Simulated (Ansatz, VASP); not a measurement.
ScF3 in VASP and in Ansatz

```
Sc F
1.0
     4.01250    0.00000    0.00000
     0.00000    4.01250    0.00000
     0.00000    0.00000    4.01250
Sc F
1 3
Direct
  0.00000 0.00000 0.00000
  0.50000 0.00000 0.00000
  0.00000 0.50000 0.00000
  0.00000 0.00000 0.50000
```

Alike in both runs: task single point; functional LDA; k mesh 4 × 4 × 4; no spin polarisation.

```csv
,VASP,Ansatz
version,VASP 6.6.1,Ansatz 0.2.0
potentials or method,"VASP PAW LDA potentials, release 64 (Sc_sv, F), cutoff 520 eV","plane waves, PAW"
occupations,"gaussian, width 0.01 eV",fixed
valence electrons in the cell,32,32
```

|  | VASP | Ansatz | Ansatz less VASP |
| --- | --- | --- | --- |
| gap on the k mesh at the Fermi level (eV) | 6.18 | 6.21 | +0.028 |

LDA's correlation is that of Perdew and Zunger in VASP and of Perdew and Wang (1992) in Ansatz.
